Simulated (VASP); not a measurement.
Wanted: the native input for a VASP 6.6.1 run.

* Task: relaxation of the atoms
* Functional: LDA
* Potentials or basis: VASP PAW LDA potentials, release 64 (Ta_pv, F)
* Cutoff: 520 eV
* k mesh: 8 × 8 × 1
* Occupations: gaussian, width 0.1 eV
* Spin: no spin polarisation
* Dipole correction: yes
* Atoms held fixed (from 0): [0, 1, 2, 3]
* Further INCAR settings: ALGO = Normal; EDIFF = 1e-07; IBRION = 2; EDIFFG = -0.025; NSW = 36
* Atoms held along some axes (from 0): atom 4 along a and b

The structure of Ta4F lies in POSCAR:

```
Ta4F
1.0
    3.2528679937      0.0000000000      0.0000000000
    0.0000000000      3.2528679937      0.0000000000
    0.0000000000      0.0000000000     20.2137485622
Ta F
4 1
Selective dynamics
Direct
    0.5000000000      0.5000000000      0.1978851170  F F F
    0.0000000000      0.0000000000      0.2783468875  F F F
    0.5000000000      0.5000000000      0.3580282239  F F F
    0.0000000000      0.0000000000      0.4310802885  F F F
    0.2500000000      0.2500000000      0.5072453796  F F T
```

These files were run (other wordings do the same):

INCAR

```
SYSTEM = Ta4F
PREC = Accurate ; ENCUT = 520
EDIFF = 1E-7 ; ISMEAR = 0
SIGMA = 0.1 ; LREAL = .False.
LASPH = .True. ; NELM = 60
ALGO = Normal ; ISIF = 2
LWAVE = .False. ; LCHARG = .False.
LDIPOL = .True. ; IDIPOL = 3
DIPOL = 0.5 0.5 0.355 ; GGA = CA
IBRION = 2 ; NSW = 36
EDIFFG = -0.025
```

KPOINTS

```
Automatic mesh
0
Gamma
  8 8 1
  0 0 0
```

Potentials or basis: VASP PAW LDA potentials, release 64 (Ta_pv, F).

Command:

```bash
$ cat potpaw_LDA.64/Ta_pv/POTCAR potpaw_LDA.64/F/POTCAR > POTCAR
$ mpirun -np 1 vasp_std > vasp.out
```

It gave:

The energy gained by relaxing is 0.5 meV/atom. The ionic steps are 3 and the band gap on the k mesh is zero (an odd number of electrons rules out a gap without spin polarisation).

Caveat: spin-orbit coupling is left out, which moves the levels of the heavy elements.

Wall time 3.1 min on 1 thread of Intel(R) Xeon(R) 6975P-C (Granite Rapids) (shared host), peak memory 0.29 GiB.
